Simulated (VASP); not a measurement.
# Cu2PbS4 in VASP: further runs, part 2 of 2

VASP 6.6.1. Earlier steps stand in the parts before.

**3. Single point, PBE**

This run uses another cell than the first one, of 22.51 Å³/atom.

INCAR

```
PREC = Accurate
ENCUT = 520
EDIFF = 1E-6
ISMEAR = 0
SIGMA = 0.2
LREAL = False
LASPH = True
NELM = 60
ALGO = Normal
ISIF = 2
LWAVE = False
LCHARG = False
GGA = PE
NBANDS = 39
```

KPOINTS

```
Automatic mesh
0
Gamma
  4 4 4
```

POSCAR

```
Cu2PbS4
1.0
    5.3076529068      0.0124365723      0.0021724969
    0.0124177816      5.3297694089      0.0022398783
    0.0031593772      0.0007494458      5.5701560662
Cu Pb S
2 1 4
Direct
    0.4998741416      0.0008132110      0.0005276746
    0.0003731437      0.4992140360     -0.0013321001
   -0.0005769152     -0.0010885245      0.4991346990
    0.7227528845      0.7224072996      0.2227093638
    0.7225780872      0.2773733246      0.7765317253
    0.2773162188      0.2777387533      0.2248365742
    0.2776824395      0.7235419001      0.7775920632
```

Potentials or basis: VASP PAW PBE potentials, release 64 (Cu, Pb_d, S).

The run is started by

```
$ cat potpaw_PBE.64/Cu/POTCAR potpaw_PBE.64/Pb_d/POTCAR potpaw_PBE.64/S/POTCAR > POTCAR
$ mpirun -np 1 vasp_std > vasp.out
```

OUTCAR:

```text
PREC = Accurate
   ENCUT = 520
   EDIFF = 1E-6
   ISMEAR = 0
   LREAL = False
   LASPH = True
   NELM = 60
   ISIF = 2
   GGA = PE

 ion  position               nearest neighbor table
   1  0.500  0.001  0.001-   4 2.26   6 2.26   7 2.27   5 2.27
   2  0.000  0.499  0.999-   7 2.26   5 2.26   4 2.26   6 2.26
   3  0.999  0.999  0.499-   7 2.59   4 2.59   5 2.59   6 2.59
   4  0.723  0.722  0.223-   1 2.26   2 2.26   3 2.59
   5  0.723  0.277  0.777-   2 2.26   1 2.27   3 2.59
   6  0.277  0.278  0.225-   1 2.26   2 2.26   3 2.59
   7  0.278  0.724  0.778-   2 2.26   1 2.27   3 2.59

  Warning from LATTYP: Got some problem with cell dimensions!
  Tried to take original basis but could not verify dimensions!
  LATTYP: Found a triclinic cell.
 ALAT       =     5.3076679217
 B/A-ratio  =     1.4138478802
 C/A-ratio  =     1.0494546936
 COS(alpha) =     0.0002959171
 COS(beta)  =     0.0009768236
 COS(gamma) =     0.7039706075

  Lattice vectors:

 A1 = (  -5.3076529068,  -0.0124365723,  -0.0021724969)
 A2 = (  -5.2952351252,   5.3173328366,   0.0000673814)
 A3 = (  -0.0031593772,  -0.0007494458,  -5.5701560662)

Analysis of symmetry for initial positions (statically):
=====================================================================
 Subroutine PRICEL returns:
 Original cell was already a primitive cell.

 Routine SETGRP: Setting up the symmetry group for a
 triclinic supercell.

 Subroutine GETGRP returns: Found  1 space group operations
 (whereof  1 operations were pure point group operations)
 out of a pool of  2 trial point group operations.

The static configuration has the point symmetry C_1 .

Analysis of symmetry for dynamics (positions and initial velocities):
=====================================================================
 Subroutine PRICEL returns:
 Original cell was already a primitive cell.

 Routine SETGRP: Setting up the symmetry group for a
 triclinic supercell.

 Subroutine GETGRP returns: Found  1 space group operations
 (whereof  1 operations were pure point group operations)
 out of a pool of  2 trial point group operations.

The dynamic configuration has the point symmetry C_1 .

 Subroutine INISYM returns: Found  1 space group operations
 (whereof  1 operations are pure point group operations),
 and found     1 'primitive' translations

----------------------------------------------------------------------------------------

                                     Primitive cell

  volume of cell :     157.5708

  direct lattice vectors                    reciprocal lattice vectors
     5.307652907  0.012436572  0.002172497     0.188408268 -0.000438926 -0.000106806
     0.012417782  5.329769409  0.002239878    -0.000439625  0.187626413 -0.000024995
     0.003159377  0.000749446  5.570156066    -0.000073307 -0.000075277  0.179528235

  length of vectors
     5.307667922  5.329784346  5.570157013     0.188408809  0.187626929  0.179528266

  position of ions in fractional coordinates (direct lattice)
     0.499874142  0.000813211  0.000527675
     0.000373144  0.499214036  0.998667900
     0.999423085  0.998911476  0.499134699
     0.722752884  0.722407300  0.222709364
     0.722578087  0.277373325  0.776531725
[... 35 lines left out ...]
 ===========================================

 Found     36 irreducible k-points:

 Following reciprocal coordinates:
            Coordinates               Weight
  0.000000  0.000000  0.000000      1.000000
  0.250000 -0.000000  0.000000      2.000000
  0.500000 -0.000000  0.000000      1.000000
 -0.000000  0.250000 -0.000000      2.000000
  0.250000  0.250000 -0.000000      2.000000
  0.500000  0.250000  0.000000      2.000000
[... 16 lines left out ...]
  0.000000 -0.250000  0.250000      2.000000
  0.250000 -0.250000  0.250000      2.000000
 [... further k-points ...]
   k-points           NKPTS =     36   k-points in BZ     NKDIM =     36   number of bands    NBANDS=     39
   number of dos      NEDOS =    301   number of ions     NIONS =      7
   total plane-waves  NPLWV =  67200
   dimension x,y,z NGX =    40 NGY =   40 NGZ =   42
   dimension x,y,z NGXF=    80 NGYF=   80 NGZF=   84
   ions per type =               2   1   4
   NGX,Y,Z   is equivalent  to a cutoff of  12.53, 12.48, 12.54 a.u.
   NGXF,Y,Z  is equivalent  to a cutoff of  25.06, 24.95, 25.07 a.u.
 SYSTEM =  unknown system
   PREC   = accura    normal or accurate (medium, high low for compatibility)
   ISTART =      0    job   : 0-new  1-cont  2-samecut
   ICHARG =      2    charge: 1-file 2-atom 10-const
   ISPIN  =      1    spin polarized calculation?
   LNONCOLLINEAR =      F non collinear calculations
   LSORBIT =      F    spin-orbit coupling
   LASPH  =      T    aspherical Exc in radial PAW
   ENCUT  =  520.0 eV  38.22 Ry    6.18 a.u.   9.87  9.91 10.36*2*pi/ulx,y,z
   NELM   =     60;   NELMIN=  2; NELMDL= -5     # of ELM steps
   EDIFF  = 0.1E-05   stopping-criterion for ELM
   LREAL  =      F    real-space projection
   EDIFFG = 0.1E-04   stopping-criterion for IOM
   NSW    =      0    number of steps for IOM
   IBRION =     -1    ionic relax: 0-MD 1-quasi-New 2-CG
   NFREE  =      0    steps in history (QN), initial steepest desc. (CG)
   ISIF   =      2    stress and relaxation
   ISYM   =      2    0-nonsym 1-usesym 2-fastsym
   POTIM  = 0.5000    time-step for ionic-motion
   TEBEG  =    0.0;   TEEND  =   0.0 temperature during run
   PSTRESS=    0.0 pullay stress
   NELECT =      60.0000    total number of electrons
   NUPDOWN=      -1.0000    fix difference up-down
   EMIN   =  10.00;   EMAX   =-10.00  energy-range for DOS
   EFERMI =   0.00;   METHOD = LEGACY
   ISMEAR =     0;   SIGMA  =   0.20  broadening in eV -4-tet -1-fermi 0-gaus
   EFERMI_NEDOS =   21; number of points for ismear=-14 and -15
   IALGO  =     38    algorithm
   IMIX   =      4    mixing-type and parameters
     AMIX     =   0.40;   BMIX     =  1.00
     AMIX_MAG =   1.60;   BMIX_MAG =  1.00
  volume/ion in A,a.u.               =      22.51       151.91
  Fermi-wavevector in a.u.,A,eV,Ry     =   1.186588  2.242326 19.156884  1.407991
  Thomas-Fermi vector in A             =   2.322758
   LORBIT       =      0    0 simple, 1 ext, 2 COOP (PROOUT), +10 PAW based schemes
   GGA     = PE    functional components
   LHFCALC =     F    Hartree Fock is set to
   AEXX    =    0.0000 exact exchange contribution
   IVDW    =     0    specifies the selected vdW correction
   LEPSILON=     F    determine dielectric tensor
   LRPA    =     F    only Hartree local field effects (RPA)
 non-spin polarized calculation
 Gauss-broadening in eV      SIGMA  =   0.20
  energy-cutoff  :      520.00
  volume of cell :      157.57
 maximum number of plane-waves:      4262
   NGX = 19   NGY = 19   NGZ = 21

 number of electron      60.0000063 magnetization

 Free energy of the ion-electron system (eV)
  ---------------------------------------------------
  ext. energy  EPLUGINS =         0.00000000
  ---------------------------------------------------
  free energy    TOTEN  =       -27.93116317 eV

  energy without entropy =      -27.81039796  energy(sigma->0) =      -27.87078057

 E-fermi :   3.5972     XC(G=0):  -9.3476

 val. band max:        3.5818506758   @ k =  -0.2500   0.2500   0.5000
 cond. band min:       3.6053792400   @ k =   0.2500   0.2500   0.5000
 fundamental gap:      0.0235285642
 Fermi energy:         3.5971603594

 k-point     1 :       0.0000    0.0000    0.0000
  band No.  band energies     occupation
      1     -13.1311      2.00000
      2     -13.1303      2.00000
      3     -13.1283      2.00000
      4     -13.0130      2.00000
      5     -12.9797      2.00000
      6      -9.8749      2.00000
[... 997 lines left out ...]
     38      10.4799      0.00000
     39      10.7732      0.00000

 [... further k-points ...]
[... 5 lines left out ...]
  --------------------------------------------------------------------------------------
  -------------------------------------------------------------------------------------
  Total        0.1164668      0.0091346     -0.0252671     -0.0838130     -0.0039109     -0.0129625
  in kB        1.1842320      0.0928804     -0.2569156     -0.8522089     -0.0397660     -0.1318026
  external PRESSURE =       0.3400656 kB  Pullay stress =       0.0000000 kB

 VOLUME and BASIS-vectors are now :
 -----------------------------------------------------------------------------
  energy-cutoff  :      520.00
  volume of cell :      157.57
      direct lattice vectors                 reciprocal lattice vectors
     5.307652907  0.012436572  0.002172497     0.188408268 -0.000438926 -0.000106806
     0.012417782  5.329769409  0.002239878    -0.000439625  0.187626413 -0.000024995
     0.003159377  0.000749446  5.570156066    -0.000073307 -0.000075277  0.179528235

 POSITION                                       TOTAL-FORCE (eV/Angst)
 -----------------------------------------------------------------------------------
      2.65317      0.01055      0.00403        -0.000638     -0.001539     -0.017505
      0.01133      2.66145      5.56386        -0.000338      0.001269      0.003395
      5.31857      5.33677      2.78467         0.005301      0.013047      0.003449
      3.84580      3.85942      1.24371         0.000937      0.011828      0.030190
      3.84109      1.48790      4.32759         0.000492     -0.013239     -0.015593
      1.47606      1.48390      1.25360        -0.007392     -0.015753      0.016952
      1.48528      3.86035      4.33353         0.001639      0.004389     -0.020889
 -----------------------------------------------------------------------------------
    total drift:                               -0.000168      0.000095      0.000346

  FREE ENERGIE OF THE ION-ELECTRON SYSTEM (eV)
  ---------------------------------------------------
  free  energy   TOTEN  =       -27.9311631717 eV

  energy  without entropy=      -27.8103979647  energy(sigma->0) =      -27.87078057
```

It took 3.1 min on 1 thread of AMD EPYC 9R45 (Zen 5), shared host; peak memory 0.35 GiB.

Results:

```yaml
Free_energy: -27.9312 eV
Pressure: 0.0 GPa
Largest_force: 0.032 eV/Å
Band_gap_on_the_k_mesh: zero (bands 30 and 31 overlap by 0.71 eV)
```

Forces on the atoms (eV/Å):
```
Cu  -0.001 -0.002 -0.018
Cu   0.000  0.001  0.003
Pb   0.005  0.013  0.003
S    0.001  0.012  0.030
S    0.000 -0.013 -0.016
S   -0.007 -0.016  0.017
S    0.002  0.004 -0.021
```

Caveat: spin-orbit coupling is left out, which moves the levels of the heavy elements. With open d or f shells a metallic result of PBE can be an artefact of self-interaction; +U or a hybrid may open a gap.

**4. Single point, PBE**

This run uses another cell than the first one, of 22.26 Å³/atom.

INCAR

```
SYSTEM = Cu2PbS4
PREC = Accurate
ENCUT = 520
EDIFF = 1E-6
ISMEAR = 0
SIGMA = 0.1
LREAL = .False.
LASPH = .True.
NELM = 80
ALGO = Normal
ISIF = 2
LWAVE = .False.
LCHARG = .False.
GGA = PE
NBANDS = 39
```

KPOINTS

```
Automatic mesh
0
Gamma
  6 6 6
  0 0 0
```

POSCAR

```
Cu2PbS4
1.0
    5.2463469125      0.0000000000      0.0000000000
    0.0000000000      5.2463469125      0.0000000000
    0.0000000000      0.0000000000      5.6609276645
Cu Pb S
2 1 4
Direct
    0.5000000000      0.0000000000      0.0000000000
    0.0000000000      0.5000000000      0.0000000000
    0.0000000000      0.0000000000      0.5000000000
    0.7199011235      0.7199011235      0.2261792554
    0.7199011235      0.2800988765      0.7738207446
    0.2800988765      0.2800988765      0.2261792554
    0.2800988765      0.7199011235      0.7738207446
```

The run is started by

```
$ cat potpaw_PBE.64/Cu/POTCAR potpaw_PBE.64/Pb_d/POTCAR potpaw_PBE.64/S/POTCAR > POTCAR
$ mpirun -np 1 vasp_std > vasp.out
```

Wall time 2.8 min (1 thread of AMD EPYC 9R45 (Zen 5), shared host); peak memory 0.35 GiB.

Results (log left out):

```
Free energy            : -27.8740 eV
Pressure               : -0.1 GPa
Largest force          : 0.037 eV/Å
Band gap on the k mesh : zero (bands 30 and 31 overlap by 0.72 eV)
```

Forces in eV/Å, atoms in the order of the input:
```
Cu   0.000  0.000  0.000
Cu   0.000  0.000  0.000
Pb   0.000  0.000  0.000
S    0.003  0.003  0.037
S    0.003 -0.003 -0.037
S   -0.003 -0.003  0.037
S   -0.003  0.003 -0.037
```

Levels at points of the mesh, in eV from the Fermi level:
```csv
k point,band 26,band 27,band 28,band 29,band 30,band 31,band 32,band 33,band 34,band 35
"(0.00, 0.00, 0.00)",-1.50,-1.21,-1.21,-0.11,0.44,0.44,0.54,3.13,3.13,3.46
"(0.50, 0.00, 0.00)",-1.03,-1.00,-0.76,-0.75,-0.55,-0.27,1.57,3.21,4.75,5.13
"(0.50, 0.50, 0.00)",-1.47,-1.32,-0.51,-0.17,-0.17,0.40,1.27,4.06,5.12,5.12
"(0.00, 0.00, 0.50)",-1.58,-1.04,-1.04,-0.76,-0.04,-0.04,1.16,3.67,4.53,4.53
"(0.50, 0.00, 0.50)",-1.57,-1.50,-0.62,-0.31,-0.30,0.04,1.29,3.82,5.08,5.32
"(0.50, 0.50, 0.50)",-0.81,-0.81,-0.41,-0.14,0.07,0.07,0.35,3.65,3.65,4.71
```

Caveat: spin-orbit coupling is left out, which moves the levels of the heavy elements. With open d or f shells a metallic result of PBE can be an artefact of self-interaction; +U or a hybrid may open a gap.

**5. Single point, PBE**

This run uses another cell than the first one, of 22.28 Å³/atom.

INCAR

```
SYSTEM = Cu2PbS4
PREC = Accurate
ENCUT = 520
EDIFF = 1E-6
ISMEAR = 0
SIGMA = 0.1
LREAL = .FALSE.
LASPH = .TRUE.
NELM = 60
ALGO = Normal
ISIF = 2
LWAVE = .FALSE.
LCHARG = .FALSE.
GGA = PE
NBANDS = 39
```

KPOINTS

```
regular mesh
0
G
  6 6 6
  0 0 0
```

POSCAR

```
Cu2PbS4
1.0
    5.2512769454      0.0000000000      0.0000000000
    0.0000000000      5.2512769454      0.0000000000
    0.0000000000      0.0000000000      5.6566216082
Cu Pb S
2 1 4
Direct
    0.5000000000      0.0000000000      0.0000000000
    0.0000000000      0.5000000000      0.0000000000
    0.0000000000      0.0000000000      0.5000000000
    0.7200954419      0.7200954419      0.2261670319
    0.7200954419      0.2799045581      0.7738329681
    0.2799045581      0.2799045581      0.2261670319
    0.2799045581      0.7200954419      0.7738329681
```

The run is started by

```
$ cat potpaw_PBE.64/Cu/POTCAR potpaw_PBE.64/Pb_d/POTCAR potpaw_PBE.64/S/POTCAR > POTCAR
$ mpirun -np 1 vasp_std > vasp.out
```

It took 2.8 min on 1 thread of AMD EPYC 9R45 (Zen 5), shared host; peak memory 0.35 GiB.

The run converged. Its results:

* Free energy: -27.8742 eV
* Pressure: -0.1 GPa
* Largest force: 0.032 eV/Å
* Band gap on the k mesh: zero (bands 30 and 31 overlap by 0.72 eV)

Forces on the atoms (eV/Å):
```
Cu   0.000  0.000  0.000
Cu   0.000  0.000  0.000
Pb   0.000  0.000  0.000
S    0.002  0.002  0.032
S    0.002 -0.002 -0.032
S   -0.002 -0.002  0.032
S   -0.002  0.002 -0.032
```

Levels at points of the mesh, in eV from the Fermi level:
```tsv
k point	band 27	band 28	band 29	band 30	band 31	band 32	band 33	band 34
(0.00, 0.00, 0.00)	-1.22	-1.22	-0.11	0.44	0.44	0.54	3.13	3.13
(0.50, 0.00, 0.00)	-0.99	-0.76	-0.75	-0.55	-0.27	1.56	3.21	4.75
(0.50, 0.50, 0.00)	-1.32	-0.51	-0.17	-0.17	0.39	1.28	4.06	5.12
(0.00, 0.00, 0.50)	-1.05	-1.05	-0.76	-0.04	-0.04	1.16	3.68	4.54
(0.50, 0.00, 0.50)	-1.50	-0.62	-0.31	-0.29	0.04	1.29	3.83	5.08
(0.50, 0.50, 0.50)	-0.81	-0.41	-0.14	0.07	0.07	0.34	3.65	3.65
```

Caveat: spin-orbit coupling is left out, which moves the levels of the heavy elements.

**6. Overview**

```tsv
spin	cell	k mesh	smearing	gap on the mesh (eV)	pressure (GPa)	largest force (eV/Å)
collinear	a = 5.324, b = 5.324, c = 5.530 Å, 7 atoms, atomic positions A	2 × 2 × 2	gaussian 0.15 eV	none	0.2	0.03
off	a = 5.308, b = 5.330, c = 5.570 Å, angles 90.0, 89.9, 89.7°, 7 atoms, atomic positions B	4 × 4 × 4	gaussian 0.2 eV	none	0.0	0.03
off	a = 5.246, b = 5.246, c = 5.661 Å, 7 atoms, atomic positions C	6 × 6 × 6	gaussian 0.1 eV	none	-0.1	0.04
off	a = 5.251, b = 5.251, c = 5.657 Å, 7 atoms, atomic positions C	6 × 6 × 6	gaussian 0.1 eV	none	-0.1	0.03
```

Alike in all rows: task single point; level PBE; potentials or basis VASP PAW PBE potentials, release 64 (Cu, Pb_d, S); cutoff (eV) 520.

Caveats: some runs use coarse meshes; spin-orbit coupling is left out, which moves the levels of the heavy elements.

Absolute energies hang on the potentials; compare differences alone.
